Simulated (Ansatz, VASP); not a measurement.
**CsOs in VASP and in Ansatz**

```
Cs Os
1.0
     2.99681    0.00000    0.00000
     0.00000    2.99681    0.00000
     0.00000    0.00000    5.99007
Cs Os
1 1
Direct
  0.50000 0.50000 0.50000
  0.00000 0.00000 0.00000
```

Alike in both runs: functional PBE; k mesh 16 × 16 × 12; occupations gaussian, width 0.1 eV; no spin polarisation.

Ansatz relaxed the structure, and its values are those at the end. VASP's run is a single point on that final structure, the one shown.

```csv
,VASP,Ansatz
version,VASP 6.6.1,Ansatz 0.2.0
potentials or method,"VASP PAW PBE potentials, release 64 (Cs_sv, Os), cutoff 520 eV","scalar-relativistic, plane waves, PAW"
valence electrons in the cell,17,25
```

Ansatz gave:

- gap on the k mesh at the Fermi level (eV): none
- pressure (GPa): 0.0

Which values does VASP return?

gap on the k mesh at the Fermi level (eV): none; pressure (GPa): 0.5.

A gap of «none» marks a metal or a gap that the smearing closes. With one functional, cell and mesh, what is left measures potentials, basis and numerics. VASP's potentials hold 17 valence electrons a cell and Ansatz's 25, so a difference there can come from the potentials and not from the codes.

Neither program's run includes spin-orbit coupling.
